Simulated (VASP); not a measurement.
Set up this calculation in VASP 6.6.1, as the native input.

```
Task                   : single point
Functional             : PBE
Potentials or basis    : VASP PAW PBE potentials, release 64 (Os)
Cutoff                 : 520 eV
k mesh                 : 18 × 18 × 12
Occupations            : gaussian, width 0.15 eV
Spin                   : no spin polarisation
Dipole correction      : no
Further INCAR settings : ALGO = Fast; EDIFF = 1e-07; NBANDS = 15
```

The structure of Os lies in POSCAR:

```
Os
1.0
    2.6520769763      0.0000000000      0.0000000000
   -1.3260384882      2.4388340363      0.0000000000
    0.0000000000      0.0000000000      4.3197000000
Os
2
Direct
    0.3333333333      0.6666666667      0.2500000000
    0.6666666667      0.3333333333      0.7500000000
```

This cell differs from its parent crystal: strain -0.0300 x Voigt [1, -1, 0, 0, 0, 0].

One way to write it, as run:

INCAR

```
SYSTEM = Os
PREC = Accurate ; ENCUT = 520
EDIFF = 1E-7 ; ISMEAR = 0
SIGMA = 0.15 ; LREAL = .FALSE.
LASPH = .TRUE. ; NELM = 100
ALGO = Fast ; ISIF = 2
LWAVE = .FALSE. ; LCHARG = .TRUE.
GGA = PE ; LELF = .TRUE.
LVHAR = .TRUE. ; NBANDS = 15
```

KPOINTS

```
Automatic mesh
0
G
  18 18 12
  0 0 0
```

Potentials or basis: VASP PAW PBE potentials, release 64 (Os).

Run with:

```sh
$ cat potpaw_PBE.64/Os/POTCAR > POTCAR
$ mpirun -np 1 vasp_std > vasp.out
```

Results of the run:

```
Pressure               : 10.4 GPa
Largest force          : 0.158 eV/Å
Band gap on the k mesh : zero (band 8 reaches 11.50 eV, above the bottom of band 9 at 7.67 eV)
```

Caveat: the cell differs from its parent crystal (strain -0.0300 x Voigt [1, -1, 0, 0, 0, 0]); spin-orbit coupling is left out, which moves the levels of the heavy elements.

Run time: 2 min on 1 thread of Intel(R) Xeon(R) 6975P-C (Granite Rapids), with other jobs on the host, peak memory 0.34 GiB.
